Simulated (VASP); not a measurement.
# GaSb (I-4m2) in VASP: further runs

The runs below take GaSb through single point, with PBE.

Everything below comes from runs of VASP 6.6.1. Logs are shortened: lines on timing, memory, paths and dates and some standing lists are left out, and cuts for length are marked.

### Step 1. The cell of the first run

The structure is tetragonal, space group I-4m2 (No. 119). Conventional cell: a = 4.233 Å, b = 4.233 Å, c = 6.669 Å, α = 90.00°, β = 90.00°, γ = 90.00°. Within 3.6 Å of Ga (site symmetry -4m2) lie 4 Sb at 2.69 Å. Sb (site symmetry -4m2) has 4 Ga at 2.69 Å within 3.6 Å.

### Step 2. Single point, PBE

Input file INCAR:

```
  PREC = Accurate
  ENCUT = 500
  EDIFF = 1E-6
  ISMEAR = 0
  SIGMA = 0.15
  LREAL = False
  LASPH = True
  NELM = 120
  ALGO = Normal
  ISIF = 2
  LWAVE = False
  LCHARG = False
  GGA = PE
  NBANDS = 16
  GGA_COMPAT = False
```

Input file KPOINTS:

```
regular mesh
0
Gamma
  12 12 12
```

Input file POSCAR:

```
GaSb
1.0
    0.0000000000      3.3346579106      2.9930519875
    2.9930519875      0.0000000000      2.9930519875
    2.9930519875      3.3346579106      0.0000000000
Ga Sb
1 1
Direct
    0.0000000000      0.0000000000      0.0000000000
    0.7500000000      0.7500000000      0.7500000000
```

Potentials or basis: VASP PAW PBE potentials, release 64 (Ga_d, Sb).

Started as:

```bash
cat potpaw_PBE.64/Ga_d/POTCAR potpaw_PBE.64/Sb/POTCAR > POTCAR
mpirun -np 1 vasp_std > vasp.out
```

OUTCAR:

```text
PREC = Accurate
   ENCUT = 500
   EDIFF = 1E-6
   ISMEAR = 0
   LREAL = False
   LASPH = True
   NELM = 120
   ISIF = 2
   GGA = PE

 ion  position               nearest neighbor table
   1  0.000  0.000  0.000-   2 2.69   2 2.69   2 2.69   2 2.69
   2  0.750  0.750  0.750-   1 2.69   1 2.69   1 2.69   1 2.69

  LATTYP: Found a body centered tetragonal cell.
 ALAT       =     4.2328147136
 C/A-ratio  =     1.5756219614

  Lattice vectors:

 A1 = (   0.0000000000,  -3.3346579106,   2.9930519875)
 A2 = (   0.0000000000,  -3.3346579106,  -2.9930519875)
 A3 = (   2.9930519875,   3.3346579106,   0.0000000000)

Analysis of symmetry for initial positions (statically):
=====================================================================
 Subroutine PRICEL returns:
 Original cell was already a primitive cell.

 Routine SETGRP: Setting up the symmetry group for a
 body centered tetragonal supercell.

 Subroutine GETGRP returns: Found  8 space group operations
 (whereof  8 operations were pure point group operations)
 out of a pool of 16 trial point group operations.

The static configuration has the point symmetry D_2d.

Analysis of symmetry for dynamics (positions and initial velocities):
=====================================================================
 Subroutine PRICEL returns:
 Original cell was already a primitive cell.

 Routine SETGRP: Setting up the symmetry group for a
 body centered tetragonal supercell.

 Subroutine GETGRP returns: Found  8 space group operations
 (whereof  8 operations were pure point group operations)
 out of a pool of 16 trial point group operations.

The dynamic configuration has the point symmetry D_2d.

 Subroutine INISYM returns: Found  8 space group operations
 (whereof  8 operations are pure point group operations),
 and found     1 'primitive' translations

----------------------------------------------------------------------------------------

                                     Primitive cell

  volume of cell :      59.7461

  direct lattice vectors                    reciprocal lattice vectors
     0.000000000  3.334657911  2.993051987    -0.167053563  0.149940418  0.167053563
     2.993051987  0.000000000  2.993051987     0.167053563 -0.149940418  0.167053563
     2.993051987  3.334657911  0.000000000     0.167053563  0.149940418 -0.167053563

  length of vectors
     4.480882009  4.232814714  4.480882009     0.279814072  0.279814072  0.279814072

  position of ions in fractional coordinates (direct lattice)
     0.000000000  0.000000000  0.000000000
     0.750000000  0.750000000  0.750000000

  ion indices of the primitive-cell ions
   primitive index   ion index
                 1           1
                 2           2

----------------------------------------------------------------------------------------

 KPOINTS: regular mesh

Automatic generation of k-mesh.
 Grid dimensions read from file:
 generate k-points for:   12   12   12

 Generating k-lattice:

  Cartesian coordinates                     Fractional coordinates (reciprocal lattice)
    -0.013921130  0.012495035  0.013921130     0.083333333  0.000000000 -0.000000000
     0.013921130 -0.012495035  0.013921130     0.000000000  0.083333333  0.000000000
     0.013921130  0.012495035 -0.013921130    -0.000000000  0.000000000  0.083333333

  Length of vectors
     0.023317839  0.023317839  0.023317839

  Shift w.r.t. Gamma in fractional coordinates (k-lattice)
     0.000000000  0.000000000  0.000000000

 Subroutine IBZKPT returns following result:
 ===========================================

 Found    163 irreducible k-points:

 Following reciprocal coordinates:
            Coordinates               Weight
  0.000000  0.000000  0.000000      1.000000
  0.083333  0.000000  0.000000      8.000000
  0.166667  0.000000  0.000000      8.000000
  0.250000  0.000000 -0.000000      8.000000
  0.333333  0.000000  0.000000      8.000000
  0.416667  0.000000  0.000000      8.000000
[... 16 lines left out ...]
  0.500000  0.166667  0.000000     16.000000
 -0.416667  0.166667  0.000000     16.000000
 [... further k-points ...]
   k-points           NKPTS =    163   k-points in BZ     NKDIM =    163   number of bands    NBANDS=     16
   number of dos      NEDOS =    301   number of ions     NIONS =      2
   total plane-waves  NPLWV =  41472
   dimension x,y,z NGX =    36 NGY =   32 NGZ =   36
   dimension x,y,z NGXF=    72 NGYF=   64 NGZF=   72
   ions per type =               1   1
   NGX,Y,Z   is equivalent  to a cutoff of  13.36, 12.57, 13.36 a.u.
   NGXF,Y,Z  is equivalent  to a cutoff of  26.71, 25.14, 26.71 a.u.
 SYSTEM =  unknown system
   PREC   = accura    normal or accurate (medium, high low for compatibility)
   ISTART =      0    job   : 0-new  1-cont  2-samecut
   ICHARG =      2    charge: 1-file 2-atom 10-const
   ISPIN  =      1    spin polarized calculation?
   LNONCOLLINEAR =      F non collinear calculations
   LSORBIT =      F    spin-orbit coupling
   LASPH  =      T    aspherical Exc in radial PAW
   ENCUT  =  500.0 eV  36.75 Ry    6.06 a.u.   8.17  7.72  8.17*2*pi/ulx,y,z
   NELM   =    120;   NELMIN=  2; NELMDL= -5     # of ELM steps
   EDIFF  = 0.1E-05   stopping-criterion for ELM
   LREAL  =      F    real-space projection
   EDIFFG = 0.1E-04   stopping-criterion for IOM
   NSW    =      0    number of steps for IOM
   IBRION =     -1    ionic relax: 0-MD 1-quasi-New 2-CG
   NFREE  =      0    steps in history (QN), initial steepest desc. (CG)
   ISIF   =      2    stress and relaxation
   ISYM   =      2    0-nonsym 1-usesym 2-fastsym
   POTIM  = 0.5000    time-step for ionic-motion
   TEBEG  =    0.0;   TEEND  =   0.0 temperature during run
   PSTRESS=    0.0 pullay stress
   NELECT =      18.0000    total number of electrons
   NUPDOWN=      -1.0000    fix difference up-down
   EMIN   =  10.00;   EMAX   =-10.00  energy-range for DOS
   EFERMI =   0.00;   METHOD = LEGACY
   ISMEAR =     0;   SIGMA  =   0.15  broadening in eV -4-tet -1-fermi 0-gaus
   EFERMI_NEDOS =   21; number of points for ismear=-14 and -15
   IALGO  =     38    algorithm
   IMIX   =      4    mixing-type and parameters
     AMIX     =   0.40;   BMIX     =  1.00
     AMIX_MAG =   1.60;   BMIX_MAG =  1.00
  volume/ion in A,a.u.               =      29.87       201.59
  Fermi-wavevector in a.u.,A,eV,Ry     =   1.097478  2.073932 16.387638  1.204457
  Thomas-Fermi vector in A             =   2.233838
   LORBIT       =      0    0 simple, 1 ext, 2 COOP (PROOUT), +10 PAW based schemes
   GGA     = PE    functional components
   LHFCALC =     F    Hartree Fock is set to
   AEXX    =    0.0000 exact exchange contribution
   IVDW    =     0    specifies the selected vdW correction
   LEPSILON=     F    determine dielectric tensor
   LRPA    =     F    only Hartree local field effects (RPA)
 non-spin polarized calculation
 Gauss-broadening in eV      SIGMA  =   0.15
  energy-cutoff  :      500.00
  volume of cell :       59.75
 maximum number of plane-waves:      1538
 NGX is ok and might be reduce to    36

 number of electron      17.9999998 magnetization

 Free energy of the ion-electron system (eV)
  ---------------------------------------------------
  ext. energy  EPLUGINS =         0.00000000
  ---------------------------------------------------
  free energy    TOTEN  =        -7.30532058 eV

  energy without entropy =       -7.30394434  energy(sigma->0) =       -7.30463246

 E-fermi :   4.6267     XC(G=0):  -8.9177

 val. band max:        4.6171179285   @ k =   0.5000   0.0000  -0.0000
 cond. band min:       4.6714432983   @ k =   0.0000   0.0000   0.0000
 fundamental gap:      0.0543253698
 Fermi energy:         4.6266866956

 k-point     1 :       0.0000    0.0000    0.0000
  band No.  band energies     occupation
      1     -10.5206      2.00000
      2     -10.5055      2.00000
      3     -10.5055      2.00000
      4     -10.4752      2.00000
      5     -10.4631      2.00000
      6      -6.7247      2.00000
[... 8 lines left out ...]
     15      11.9375      0.00000
     16      12.7071      0.00000

 k-point     2 :       0.0833    0.0000    0.0000
  band No.  band energies     occupation
      1     -10.5204      2.00000
      2     -10.5066      2.00000
      3     -10.5049      2.00000
      4     -10.4754      2.00000
      5     -10.4629      2.00000
      6      -6.6568      2.00000
[... 8 lines left out ...]
     15      11.6244      0.00000
     16      13.2205      0.00000

 k-point     3 :       0.1667    0.0000    0.0000
  band No.  band energies     occupation
      1     -10.5206      2.00000
      2     -10.5086      2.00000
      3     -10.5032      2.00000
      4     -10.4759      2.00000
      5     -10.4625      2.00000
      6      -6.4573      2.00000
[... 8 lines left out ...]
     15      11.6959      0.00000
     16      12.5652      0.00000

 k-point     4 :       0.2500    0.0000   -0.0000
  band No.  band energies     occupation
      1     -10.5234      2.00000
      2     -10.5091      2.00000
      3     -10.5010      2.00000
      4     -10.4764      2.00000
      5     -10.4618      2.00000
      6      -6.1419      2.00000
[... 8 lines left out ...]
     15      12.1880      0.00000
     16      12.2928      0.00000
[... 324 lines left out ...]
 k-point    22 :       0.4167    0.1667    0.0000
  band No.  band energies     occupation
      1     -10.5325      2.00000
      2     -10.5044      2.00000
      3     -10.4973      2.00000
      4     -10.4792      2.00000
      5     -10.4600      2.00000
      6      -5.3594      2.00000
[... 8 lines left out ...]
     15      13.3801      0.00000
     16      14.5904      0.00000

 k-point    23 :       0.5000    0.1667    0.0000
  band No.  band energies     occupation
      1     -10.5350      2.00000
      2     -10.5030      2.00000
      3     -10.4968      2.00000
      4     -10.4788      2.00000
      5     -10.4598      2.00000
      6      -5.0501      2.00000
[... 8 lines left out ...]
     15      13.8011      0.00000
     16      14.4497      0.00000

 k-point    24 :      -0.4167    0.1667    0.0000
  band No.  band energies     occupation
      1     -10.5351      2.00000
      2     -10.5027      2.00000
      3     -10.4969      2.00000
      4     -10.4782      2.00000
      5     -10.4601      2.00000
      6      -5.0212      2.00000
[... 8 lines left out ...]
     15      13.4222      0.00000
     16      13.8763      0.00000

 [... further k-points ...]

------------------------ aborting loop because EDIFF is reached ----------------------------------------

  FORCE on cell =-STRESS in cart. coord.  units (eV):
  Direction    XX          YY          ZZ          XY          YZ          ZX
  --------------------------------------------------------------------------------------
  -------------------------------------------------------------------------------------
  Total        0.7264937     -1.2222759      0.7264937      0.0000000      0.0000000      0.0000000
  in kB       19.4819604    -32.7770613     19.4819604      0.0000000      0.0000000      0.0000000
  external PRESSURE =       2.0622865 kB  Pullay stress =       0.0000000 kB

 VOLUME and BASIS-vectors are now :
 -----------------------------------------------------------------------------
  energy-cutoff  :      500.00
  volume of cell :       59.75
      direct lattice vectors                 reciprocal lattice vectors
     0.000000000  3.334657911  2.993051987    -0.167053563  0.149940418  0.167053563
     2.993051987  0.000000000  2.993051987     0.167053563 -0.149940418  0.167053563
     2.993051987  3.334657911  0.000000000     0.167053563  0.149940418 -0.167053563

 POSITION                                       TOTAL-FORCE (eV/Angst)
 -----------------------------------------------------------------------------------
      0.00000      0.00000      0.00000        -0.000000     -0.000000     -0.000000
      4.48958      5.00199      4.48958         0.000000      0.000000      0.000000
 -----------------------------------------------------------------------------------
    total drift:                               -0.000003      0.000003     -0.000003

  FREE ENERGIE OF THE ION-ELECTRON SYSTEM (eV)
  ---------------------------------------------------
  free  energy   TOTEN  =        -7.3053205761 eV

  energy  without entropy=       -7.3039443367  energy(sigma->0) =       -7.30463246
```

Wall time 1.9 min (1 thread of Intel Xeon 6975P-C, shared host); peak memory 0.31 GiB.

Results:

```yaml
Free_energy: -7.3053 eV
Pressure: 0.2 GPa
Band_gap_on_the_k_mesh: zero (band 9 reaches 4.67 eV, above the bottom of band 10 at 4.62 eV)
```

Stress tensor (GPa, compression positive):
```
 1.95  0.00  0.00
 0.00 -3.28  0.00
 0.00  0.00  1.95
```

Caveat: the cell differs from its parent crystal (strain +e along x and -e along y +0.0000, strain +e along z and -e/2 along x and y +0.0733); spin-orbit coupling is left out, which moves the levels of the heavy elements.

### Step 3. Single point, PBE

This run uses another cell than the first one, of the same volume but with other edges.

Input file INCAR:

```
PREC = Accurate ; ENCUT = 500
EDIFF = 1E-6 ; ISMEAR = 0
SIGMA = 0.15 ; LREAL = False
LASPH = True ; NELM = 120
ALGO = Normal ; ISIF = 2
LWAVE = False ; LCHARG = False
GGA = PE ; NBANDS = 16
GGA_COMPAT = False
```

Input file KPOINTS:

```
Automatic mesh
0
Gamma
  12 12 12
```

Input file POSCAR:

```
GaSb
1.0
    0.0000000000      2.8791833464      3.2207892695
    3.2207892695      0.0000000000      3.2207892695
    3.2207892695      2.8791833464      0.0000000000
Ga Sb
1 1
Direct
    0.0000000000      0.0000000000      0.0000000000
    0.7500000000      0.7500000000      0.7500000000
```

Potentials or basis: VASP PAW PBE potentials, release 64 (Ga_d, Sb).

Started as:

```bash
cat potpaw_PBE.64/Ga_d/POTCAR potpaw_PBE.64/Sb/POTCAR > POTCAR
mpirun -np 1 vasp_std > vasp.out
```

It took 98 s on 1 thread of Intel Xeon 6975P-C, shared host; peak memory 0.3 GiB.

The run converged. Its results:

| Quantity | Value |
| --- | --- |
| Free energy | -7.3169 eV |
| Pressure | 0.1 GPa |
| Band gap on the k mesh | 0.13 eV, indirect (least direct gap 0.53 eV) |

Stress tensor (GPa, compression positive):
```
-1.09  0.00  0.00
 0.00  2.58  0.00
 0.00  0.00 -1.09
```

Levels at points of the mesh, in eV from the valence-band top:
```
           k point  band 6  band 7  band 8  band 9  band 10  band 11  band 12  band 13
(0.00, 0.00, 0.00)  -11.23   -0.40   -0.24   -0.24     0.28     2.58     2.90     2.90
(0.50, 0.00, 0.00)   -9.71   -6.21   -1.50   -0.78     0.13     3.41     4.11     6.55
(0.50, 0.50, 0.00)   -9.07   -6.82   -2.27   -2.19     1.18     1.50     7.80     7.88
(0.50, 0.00, 0.50)   -8.72   -6.34   -2.88   -2.88     0.37     0.89     8.38     8.38
```

Caveat: the cell differs from its parent crystal (strain +e along x and -e along y +0.0000, strain +e along z and -e/2 along x and y -0.0733); spin-orbit coupling is left out, which moves the levels of the heavy elements. A k mesh can miss the band edges.

(Part 1 of 2 ends here.)
